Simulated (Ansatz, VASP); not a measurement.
**InP: VASP beside Ansatz**

The input INCAR:

```
ALGO     = Normal         # electronic algorithm
EDIFF    = 1E-6           # SCF threshold, eV
ENCUT    = 500            # plane-wave cutoff, eV
GGA      = CA             # functional
GGA_COMPAT= False        
ISIF     = 2              # what is computed and relaxed
ISMEAR   = 0              # smearing method
LASPH    = True           # aspherical terms in the spheres
LCHARG   = False          # write CHGCAR
LREAL    = False          # projectors in reciprocal space
LWAVE    = False          # write WAVECAR
NBANDS   = 16             # bands
NELM     = 120            # most SCF steps
PREC     = Accurate       # precision mode
SIGMA    = 0.01           # smearing width, eV
```

KPOINTS

```
k-points
0
Gamma
  8 8 8
```

Contents of POSCAR:

```
InP
1.0
    0.0000000000      2.8990910914      2.8990910914
    2.8990910914      0.0000000000      2.8990910914
    2.8990910914      2.8990910914      0.0000000000
In P
1 1
Direct
    0.0000000000      0.0000000000      0.0000000000
    0.7500000000      0.7500000000      0.7500000000
```

Input for Ansatz:

```yaml
crystal:
  lattice:
    - [0.0, 2.8990910914, 2.8990910914]
    - [2.8990910914, 0.0, 2.8990910914]
    - [2.8990910914, 2.8990910914, 0.0]
  atoms:
    - { symbol: In, position: [0.0, 0.0, 0.0] }
    - { symbol: P, position: [0.75, 0.75, 0.75] }
kpoints:
  mp_grid: { grid: [8, 8, 8] }
scf:
  occupations: { method: fixed }
  convergence: { dr2_threshold: 1.0e-10 }
hamiltonian:
  xc: lda
  pseudopotentials: { kind: all_electron, lapw: { basis_error: 0.0005 } }
output:
  forces: true
  stress: true
  eigenstates:
    kpoints:
      - [0.0, 0.0, 0.0]
      - [0.0, -0.5, 0.0]
      - [-0.5, 0.0, 0.0]
      - [0.0, 0.0, -0.5]
      - [-0.5, -0.5, -0.5]
      - [0.5, 0.5, 0.0]
      - [0.5, 0.0, 0.5]
      - [0.0, 0.5, 0.5]
  eigenvalues: true
```

Alike in both runs: task single point; functional LDA; k mesh 8 × 8 × 8; no spin polarisation.

```csv
,VASP,Ansatz
version,VASP 6.6.1,Ansatz 0.2.0
potentials or method,"VASP PAW LDA potentials, release 64 (In_d, P), cutoff 500 eV","all-electron LAPW, scalar-relativistic"
occupations,"gaussian, width 0.01 eV",fixed
```

```tsv
	VASP	Ansatz	Ansatz less VASP
gap on the k mesh at the Fermi level (eV)	0.69	0.65	-0.031
pressure (GPa)	1.1	1.1	-0.02
```

LDA's correlation is that of Perdew and Zunger in VASP and of Perdew and Wang (1992) in Ansatz. Ansatz ran all-electron here, and VASP with PAW potentials.
